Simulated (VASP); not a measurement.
# CaO (F-43m) in VASP: a series of runs, part 2 of 2

VASP 6.6.1.

### Step 4. Single point, PBEsol

INCAR reads:

```
PREC = Accurate
ENCUT = 600
EDIFF = 1E-6
ISMEAR = 0
SIGMA = 0.01
LREAL = F
LASPH = T
NELM = 120
ALGO = Normal
ISIF = 2
LWAVE = F
LCHARG = F
GGA = PS
NBANDS = 15
GGA_COMPAT = F
```

KPOINTS reads:

```
Automatic mesh
0
Gamma
  8 8 8
```

POSCAR reads:

```
CaO
1.0
    0.0000000000      2.6067317416      2.6067317416
    2.6067317416      0.0000000000      2.6067317416
    2.6067317416      2.6067317416      0.0000000000
Ca O
1 1
Direct
    0.0000000000      0.0000000000      0.0000000000
    0.2500000000      0.2500000000      0.2500000000
```

Potentials or basis: VASP PAW PBE potentials, release 64 (Ca_sv, O).

Command:

```console
$ cat potpaw_PBE.64/Ca_sv/POTCAR potpaw_PBE.64/O/POTCAR > POTCAR
$ mpirun -np 1 vasp_std > vasp.out
```

OUTCAR:

```text
PREC = Accurate
   ENCUT = 600
   EDIFF = 1E-6
   ISMEAR = 0
   LREAL = F
   LASPH = T
   NELM = 120
   ISIF = 2
   GGA = PS

 ion  position               nearest neighbor table
   1  0.000  0.000  0.000-   2 2.26   2 2.26   2 2.26   2 2.26
   2  0.250  0.250  0.250-   1 2.26   1 2.26   1 2.26   1 2.26

  LATTYP: Found a face centered cubic cell.
 ALAT       =     5.2134634832

  Lattice vectors:

 A1 = (   0.0000000000,   2.6067317416,   2.6067317416)
 A2 = (   2.6067317416,   0.0000000000,   2.6067317416)
 A3 = (   2.6067317416,   2.6067317416,   0.0000000000)

Analysis of symmetry for initial positions (statically):
=====================================================================
 Subroutine PRICEL returns:
 Original cell was already a primitive cell.

 Routine SETGRP: Setting up the symmetry group for a
 face centered cubic supercell.

 Subroutine GETGRP returns: Found 24 space group operations
 (whereof 24 operations were pure point group operations)
 out of a pool of 48 trial point group operations.

The static configuration has the point symmetry T_d .

Analysis of symmetry for dynamics (positions and initial velocities):
=====================================================================
 Subroutine PRICEL returns:
 Original cell was already a primitive cell.

 Routine SETGRP: Setting up the symmetry group for a
 face centered cubic supercell.

 Subroutine GETGRP returns: Found 24 space group operations
 (whereof 24 operations were pure point group operations)
 out of a pool of 48 trial point group operations.

The dynamic configuration has the point symmetry T_d .

 Subroutine INISYM returns: Found 24 space group operations
 (whereof 24 operations are pure point group operations),
 and found     1 'primitive' translations

----------------------------------------------------------------------------------------

                                     Primitive cell

  volume of cell :      35.4257

  direct lattice vectors                    reciprocal lattice vectors
     0.000000000  2.606731742  2.606731742    -0.191811068  0.191811068  0.191811068
     2.606731742  0.000000000  2.606731742     0.191811068 -0.191811068  0.191811068
     2.606731742  2.606731742  0.000000000     0.191811068  0.191811068 -0.191811068

  length of vectors
     3.686475382  3.686475382  3.686475382     0.332226516  0.332226516  0.332226516

  position of ions in fractional coordinates (direct lattice)
     0.000000000  0.000000000  0.000000000
     0.250000000  0.250000000  0.250000000

  ion indices of the primitive-cell ions
   primitive index   ion index
                 1           1
                 2           2

----------------------------------------------------------------------------------------

 KPOINTS: Automatic mesh

Automatic generation of k-mesh.
 Grid dimensions read from file:
 generate k-points for:    8    8    8

 Generating k-lattice:

  Cartesian coordinates                     Fractional coordinates (reciprocal lattice)
    -0.023976384  0.023976384  0.023976384     0.125000000  0.000000000  0.000000000
     0.023976384 -0.023976384  0.023976384     0.000000000  0.125000000  0.000000000
     0.023976384  0.023976384 -0.023976384     0.000000000  0.000000000  0.125000000

  Length of vectors
     0.041528314  0.041528314  0.041528314

  Shift w.r.t. Gamma in fractional coordinates (k-lattice)
[... 37 lines left out ...]
   dimension x,y,z NGX =    30 NGY =   30 NGZ =   30
   dimension x,y,z NGXF=    60 NGYF=   60 NGZF=   60
   ions per type =               1   1
   NGX,Y,Z   is equivalent  to a cutoff of  13.53, 13.53, 13.53 a.u.
   NGXF,Y,Z  is equivalent  to a cutoff of  27.06, 27.06, 27.06 a.u.
 SYSTEM =  unknown system
   PREC   = accura    normal or accurate (medium, high low for compatibility)
   ISTART =      0    job   : 0-new  1-cont  2-samecut
   ICHARG =      2    charge: 1-file 2-atom 10-const
   ISPIN  =      1    spin polarized calculation?
   LNONCOLLINEAR =      F non collinear calculations
   LSORBIT =      F    spin-orbit coupling
   LASPH  =      T    aspherical Exc in radial PAW
   ENCUT  =  600.0 eV  44.10 Ry    6.64 a.u.   7.36  7.36  7.36*2*pi/ulx,y,z
   NELM   =    120;   NELMIN=  2; NELMDL= -5     # of ELM steps
   EDIFF  = 0.1E-05   stopping-criterion for ELM
   LREAL  =      F    real-space projection
   EDIFFG = 0.1E-04   stopping-criterion for IOM
   NSW    =      0    number of steps for IOM
   IBRION =     -1    ionic relax: 0-MD 1-quasi-New 2-CG
   NFREE  =      0    steps in history (QN), initial steepest desc. (CG)
   ISIF   =      2    stress and relaxation
   ISYM   =      2    0-nonsym 1-usesym 2-fastsym
   POTIM  = 0.5000    time-step for ionic-motion
   TEBEG  =    0.0;   TEEND  =   0.0 temperature during run
   PSTRESS=    0.0 pullay stress
   NELECT =      16.0000    total number of electrons
   NUPDOWN=      -1.0000    fix difference up-down
   EMIN   =  10.00;   EMAX   =-10.00  energy-range for DOS
   EFERMI =   0.00;   METHOD = LEGACY
   ISMEAR =     0;   SIGMA  =   0.01  broadening in eV -4-tet -1-fermi 0-gaus
   EFERMI_NEDOS =   21; number of points for ismear=-14 and -15
   IALGO  =     38    algorithm
   IMIX   =      4    mixing-type and parameters
     AMIX     =   0.40;   BMIX     =  1.00
     AMIX_MAG =   1.60;   BMIX_MAG =  1.00
  volume/ion in A,a.u.               =      17.71       119.53
  Fermi-wavevector in a.u.,A,eV,Ry     =   1.256055  2.373599 21.465543  1.577673
  Thomas-Fermi vector in A             =   2.389781
   LORBIT       =      0    0 simple, 1 ext, 2 COOP (PROOUT), +10 PAW based schemes
   GGA     = PS    functional components
   LHFCALC =     F    Hartree Fock is set to
   AEXX    =    0.0000 exact exchange contribution
   IVDW    =     0    specifies the selected vdW correction
   LEPSILON=     F    determine dielectric tensor
   LRPA    =     F    only Hartree local field effects (RPA)
 non-spin polarized calculation
 Gauss-broadening in eV      SIGMA  =   0.01
  energy-cutoff  :      600.00
  volume of cell :       35.43
 maximum number of plane-waves:      1243
 NGX is ok and might be reduce to    30
   NGX = 15   NGY = 15   NGZ = 15

 number of electron      16.0000003 magnetization

 Free energy of the ion-electron system (eV)
  ---------------------------------------------------
  ext. energy  EPLUGINS =         0.00000000
  ---------------------------------------------------
  free energy    TOTEN  =       -12.96307724 eV

  energy without entropy =      -12.96307724  energy(sigma->0) =      -12.96307724

 E-fermi :   0.5028     XC(G=0):  -9.2823

 val. band max:        0.3296445419   @ k =  -0.2500   0.5000   0.2500
 cond. band min:       3.5282442975   @ k =   0.0000   0.0000   0.0000
 fundamental gap:      3.1985997556
 Fermi energy:         0.5027770134

 k-point     1 :       0.0000    0.0000    0.0000
  band No.  band energies     occupation
      1     -36.5856      2.00000
      2     -17.6065      2.00000
      3     -17.6065      2.00000
      4     -17.6065      2.00000
      5     -14.3661      2.00000
      6      -0.3049      2.00000
      7      -0.3049      2.00000
      8      -0.3049      2.00000
      9       3.5282      0.00000
     10       8.3109      0.00000
     11       8.3109      0.00000
     12       9.9575      0.00000
     13       9.9575      0.00000
     14       9.9575      0.00000
[... 401 lines left out ...]
      2     -18.3092      2.00000
      3     -17.7854      2.00000
      4     -17.6943      2.00000
      5     -13.5747      2.00000
      6      -0.5278      2.00000
      7      -0.2318      2.00000
      8       0.1173      2.00000
      9       5.7609      0.00000
     10       7.1821      0.00000
     11       8.3460      0.00000
     12       9.7212      0.00000
     13       9.9368      0.00000
     14      10.8422      0.00000
     15      12.5334      0.00000

 [... further k-points ...]

------------------------ aborting loop because EDIFF is reached ----------------------------------------

  FORCE on cell =-STRESS in cart. coord.  units (eV):
  Direction    XX          YY          ZZ          XY          YZ          ZX
  --------------------------------------------------------------------------------------
  -------------------------------------------------------------------------------------
  Total       -0.2473939     -0.2473939     -0.2473939      0.0000000      0.0000000     -0.0000000
  in kB      -11.1887253    -11.1887253    -11.1887253      0.0000000      0.0000000     -0.0000000
  external PRESSURE =     -11.1887253 kB  Pullay stress =       0.0000000 kB

 VOLUME and BASIS-vectors are now :
 -----------------------------------------------------------------------------
  energy-cutoff  :      600.00
  volume of cell :       35.43
      direct lattice vectors                 reciprocal lattice vectors
     0.000000000  2.606731742  2.606731742    -0.191811068  0.191811068  0.191811068
     2.606731742  0.000000000  2.606731742     0.191811068 -0.191811068  0.191811068
     2.606731742  2.606731742  0.000000000     0.191811068  0.191811068 -0.191811068

 POSITION                                       TOTAL-FORCE (eV/Angst)
 -----------------------------------------------------------------------------------
      0.00000      0.00000      0.00000        -0.000000      0.000000      0.000000
      1.30337      1.30337      1.30337         0.000000     -0.000000     -0.000000
 -----------------------------------------------------------------------------------
    total drift:                               -0.000000     -0.000000     -0.000000

  FREE ENERGIE OF THE ION-ELECTRON SYSTEM (eV)
  ---------------------------------------------------
  free  energy   TOTEN  =       -12.9630772409 eV

  energy  without entropy=      -12.9630772409  energy(sigma->0) =      -12.96307724
```

OSZICAR:

```text
N       E                     dE             d eps       ncg     rms          rms(c)
DAV:   1     0.137631403362E+03    0.13763E+03   -0.88812E+03   870   0.118E+03
DAV:   2    -0.841532108512E+01   -0.14605E+03   -0.13498E+03  1087   0.295E+02
DAV:   3    -0.151405743762E+02   -0.67253E+01   -0.66755E+01  1017   0.655E+01
DAV:   4    -0.153574928995E+02   -0.21692E+00   -0.21675E+00  1291   0.102E+01
DAV:   5    -0.153586927064E+02   -0.11998E-02   -0.11998E-02  1045   0.902E-01    0.921E+00
DAV:   6    -0.131129332886E+02    0.22458E+01   -0.75322E+00   954   0.241E+01    0.418E+00
DAV:   7    -0.129916827614E+02    0.12125E+00   -0.76563E-01   977   0.820E+00    0.198E+00
DAV:   8    -0.129632966640E+02    0.28386E-01   -0.13010E-01  1066   0.369E+00    0.470E-01
DAV:   9    -0.129618047948E+02    0.14919E-02   -0.88951E-03  1035   0.815E-01    0.161E-01
DAV:  10    -0.129630869536E+02   -0.12822E-02   -0.11336E-03   919   0.287E-01    0.536E-02
DAV:  11    -0.129630882006E+02   -0.12470E-05   -0.47749E-04  1038   0.163E-01    0.309E-02
DAV:  12    -0.129630780339E+02    0.10167E-04   -0.66843E-05  1115   0.928E-02    0.487E-03
DAV:  13    -0.129630772409E+02    0.79301E-06   -0.37282E-06   968   0.238E-02
   1 F= -.12963077E+02 E0= -.12963077E+02  d E =-.444040-134
```

Wall time 40 s (1 thread of Intel Xeon 8259CL, shared host); peak memory 0.18 GiB.

What came out:

* Free energy: -12.9631 eV
* Pressure: -1.1 GPa
* Band gap on the k mesh: 3.20 eV, indirect (least direct gap 3.83 eV)

Caveat: the PAW data sets were made with another functional, which shifts forces and pressure a little. A k mesh can miss the band edges.

### Step 5. Overview

| level | potentials or basis | k mesh | cutoff (eV) | gap on the mesh (eV) | pressure (GPa) |
| --- | --- | --- | --- | --- | --- |
| LDA | VASP PAW LDA potentials, release 64 (Ca_sv, O) | 6 × 6 × 6 | 600 | 3.14 | -4.0 |
| r2SCAN | VASP PAW PBE potentials, release 64 (Ca_sv, O) | 4 × 4 × 4 | 660 | 3.73 | 0.7 |
| PBEsol | VASP PAW PBE potentials, release 64 (Ca_sv, O) | 8 × 8 × 8 | 600 | 3.20 | -1.1 |

Alike in all rows: task single point; no spin polarisation; cell as given; smearing gaussian 0.01 eV.

Caveats: some runs use coarse meshes; the PAW data sets were made with another functional, which shifts forces and pressure a little (some runs).

Absolute energies hang on the potentials; compare differences alone.
